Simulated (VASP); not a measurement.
C:

```
CELL_PARAMETERS angstrom
0.00000 2.11731 2.11731
2.11731 0.00000 2.11731
2.11731 2.11731 0.00000
ATOMIC_POSITIONS crystal
C 0.50000 0.50000 0.50000
C 0.75000 0.75000 0.75000
C 0.25000 0.25000 0.25000
```

```yaml
Program: VASP 6.6.1
Task: relaxation of cell and atoms
Functional: PBE
Potentials_or_basis: VASP PAW PBE potentials, release 64 (C)
Cutoff: 600 eV
k_mesh: 8 × 8 × 8
Occupations: gaussian, width 0.1 eV
Spin: no spin polarisation
```

At the start: pressure 15.8 GPa; volume 6.33 Å³/atom.

Problem. How do energy, volume and symmetry change on relaxing?

Solution. Over 3 steps the energy falls by 21.2 meV/atom and the volume is 6.78 Å³/atom (+7.2 %); space group Fm-3m (No. 225, to 0.05 Å).

The path:
```tsv
step	energy change (eV)	largest force (eV/Å)	pressure (GPa)	volume (Å³)
1	0.0000	0.0000	15.78	18.98
2	-0.0587	0.0000	-3.71	20.75
3	-0.0635	0.0000	-0.06	20.34
```

Final structure:
```xyz
3
Lattice="0.0000 2.1667 2.1667 2.1667 0.0000 2.1667 2.1667 2.1667 0.0000" Properties=species:S:1:pos:R:3 pbc="T T T"
C     2.1667    2.1667    2.1667
C     3.2501    3.2501    3.2501
C     1.0834    1.0834    1.0834
```
